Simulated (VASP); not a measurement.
Write the native input for VASP 6.6.1 that does the following.

| Quantity | Value |
| --- | --- |
| Task | single point |
| Functional | PBE |
| Potentials or basis | VASP PAW PBE potentials, release 64 (Al, As) |
| Cutoff | 500 eV |
| k mesh | 8 × 8 × 8 |
| Occupations | fermi-dirac, width 0.02 eV |
| Spin | no spin polarisation |
| Dipole correction | no |
| Further INCAR settings | ALGO = Normal; EDIFF = 1e-06; NBANDS = 11 |

The structure of AlAs lies in POSCAR:

```
AlAs
1.0
    0.0000000000      2.8389246377      2.8389246377
    2.8389246377      0.0000000000      2.8389246377
    2.8389246377      2.8389246377      0.0000000000
Al As
1 1
Direct
    0.0000000000      0.0000000000      0.0000000000
    0.2500000000      0.2500000000      0.2500000000
```

These files were run (other wordings do the same):

INCAR

```
ALGO = Normal
EDIFF = 1E-6
ENCUT = 500
GGA = PE
GGA_COMPAT = False
ISIF = 2
ISMEAR = -1
LASPH = True
LCHARG = False
LREAL = False
LWAVE = False
NBANDS = 11
NELM = 120
PREC = Accurate
SIGMA = 0.02
```

KPOINTS

```
k-points
0
Gamma
  8 8 8
```

Potentials or basis: VASP PAW PBE potentials, release 64 (Al, As).

Launch:

```sh
$ cat potpaw_PBE.64/Al/POTCAR potpaw_PBE.64/As/POTCAR > POTCAR
$ mpirun -np 1 vasp_std > vasp.out
```

It gave:

The pressure is 2.1 GPa and the band gap on the k mesh is 1.45 eV, indirect (least direct gap 1.99 eV).

Run time: 6.2 s on 1 thread of Intel(R) Xeon(R) 6975P-C (Granite Rapids), on a shared host, peak memory 0.17 GiB.
